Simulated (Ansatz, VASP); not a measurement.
One calculation of NiHg4, two programs

```
CELL_PARAMETERS angstrom
-3.08493 3.08493 3.08493
3.08493 -3.08493 3.08493
3.08493 3.08493 -3.08493
ATOMIC_POSITIONS crystal
Ni 0.00000 0.00000 0.00000
Hg 0.00000 0.00000 0.50000
Hg 0.50000 0.00000 0.00000
Hg 0.50000 0.50000 0.50000
Hg 0.00000 0.50000 0.00000
```

Alike in both runs: task relaxation of cell and atoms; functional LDA; k mesh 8 × 8 × 8; occupations gaussian, width 0.1 eV; no spin polarisation.

```csv
,VASP,Ansatz
version,VASP 6.6.1,Ansatz 0.2.0
potentials or method,"VASP PAW LDA potentials, release 64 (Ni, Hg), cutoff 600 eV","scalar-relativistic, plane waves, PAW"
valence electrons in the cell,58,98
```

```tsv
	VASP	Ansatz	Ansatz less VASP
gap on the k mesh at the Fermi level, each at its own relaxed structure (eV)	none	none	-
relaxed volume (Å³/atom)	21.17	20.90	-0.278
relaxed cell length with the largest relative difference (Å)	5.162	5.139	-0.0227
```

LDA's correlation is that of Perdew and Zunger in VASP and of Perdew and Wang (1992) in Ansatz. A gap of «none» marks a metal or a gap that the smearing closes. VASP's potentials hold 58 valence electrons a cell and Ansatz's 98, so a difference there can come from the potentials and not from the codes.

Neither program's run includes spin-orbit coupling.
